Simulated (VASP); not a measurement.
A run of VASP 6.6.1 is set up as follows.

INCAR

```
SYSTEM = H14SO6
PREC     = Accurate       ! precision mode
ENCUT    = 520            ! plane-wave cutoff, eV
EDIFF    = 1E-6           ! SCF threshold, eV
ISMEAR   = -1             ! smearing method
SIGMA    = 0.02           ! smearing width, eV
LREAL    = .False.        ! projectors in reciprocal space
LASPH    = .True.         ! aspherical terms in the spheres
NELM     = 120            ! most SCF steps
ALGO     = Normal         ! electronic algorithm
ISIF     = 2              ! what is computed and relaxed
LWAVE    = .False.        ! write WAVECAR
LCHARG   = .False.        ! write CHGCAR
GGA      = PE             ! functional
IVDW     = 12             ! dispersion correction
NBANDS   = 44             ! bands
GGA_COMPAT= .False.
```

KPOINTS

```
Automatic mesh
0
Gamma
  1 1 1
  0 0 0
```

POSCAR

```
H14SO6
1.0
    5.3725520000      0.0000000000      0.0000000000
    0.0000000000      5.3725520000      0.0000000000
    0.0000000000      0.0000000000      5.3725520000
O H S
6 14 1
Direct
    0.8233331199      0.2445392804      0.8888327186
    0.4575106951      0.9243093413      0.3957151089
    1.0331775290      1.0894264029      0.4985340300
    0.8401221617      0.7122127436      0.3625279011
    0.1534094039      0.5413256121      0.6598912398
    0.2579965722      0.0767605414      1.0152158602
    0.9613680798      0.3776789876      0.8669995190
    0.8659944101      0.1130933679      1.0123122121
    0.4183114468      0.9646253773      0.2238042554
    0.3010115118      0.9833315713      0.4771847718
    0.9094188386      1.1026417241      0.6334047581
    0.9888038310      0.9375060493      0.4018202150
    0.6646189744      0.7778054079      0.3878975950
    0.8189404216      0.6332186268      0.1956612053
    0.0137551019      0.6070113421      0.5512277964
    0.2104772555      0.3857756984      0.5883051481
    0.2515192035      0.0092693379      0.8478466100
    0.3163301165      0.2532874507      0.9698184401
    0.3792052641      0.6980667660      0.9163801486
    0.5844894568      0.5315723329      0.7051211417
    0.5519723215      0.5291526262      0.9509261148
```

Potentials or basis: VASP PAW PBE potentials, release 64 (O, H, S).

Launch:

```sh
$ cat potpaw_PBE.64/O/POTCAR potpaw_PBE.64/H/POTCAR potpaw_PBE.64/S/POTCAR > POTCAR
$ mpirun -np 1 vasp_gam > vasp.out
```

(1) What does it give for the band gap on the k mesh?

(2) Predict the largest force.

(3) Predict the pressure.

(4) What does it give for the dispersion energy per atom?

Answers

(1) 4.29 eV.

(2) 1.821 eV/Å.

(3) 11.4 GPa.

(4) -0.059 eV.

Caveat: the k points lie up to 1.17 Å⁻¹ apart.
